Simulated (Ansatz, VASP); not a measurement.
One calculation of Sb, two programs

```
Sb
1.0
     2.75137   -1.94678    0.00000
     2.75137    1.94678    0.00000
     0.00000    0.00000   10.58635
Sb
4
Direct
  0.74946 0.25054 0.14036
  0.75054 0.24946 0.64036
  0.25054 0.74946 0.85964
  0.24946 0.75054 0.35964
```

Alike in both runs: functional PBE; k mesh 6 × 6 × 2; occupations gaussian, width 0.1 eV; no spin polarisation.

Ansatz relaxed the structure, and its values are those at the end. VASP's run is a single point on that final structure, the one shown.

|  | VASP | Ansatz |
| --- | --- | --- |
| version | VASP 6.6.1 | Ansatz 0.2.0 |
| potentials or method | VASP PAW PBE potentials, release 64 (Sb), cutoff 520 eV | scalar-relativistic, plane waves, PAW |
| valence electrons in the cell | 20 | 60 |

```csv
,VASP,Ansatz,Ansatz less VASP
gap on the k mesh at the Fermi level (eV),none,none,-
pressure (GPa),0.0,0.1,+0.08
rms of the force components (eV/Å),0.001,0.004,+0.0029
```

A gap of «none» marks a metal or a gap that the smearing closes. With one functional, cell and mesh, what is left measures potentials, basis and numerics. VASP's potentials hold 20 valence electrons a cell and Ansatz's 60, so a difference there can come from the potentials and not from the codes.

Neither program's run includes spin-orbit coupling.
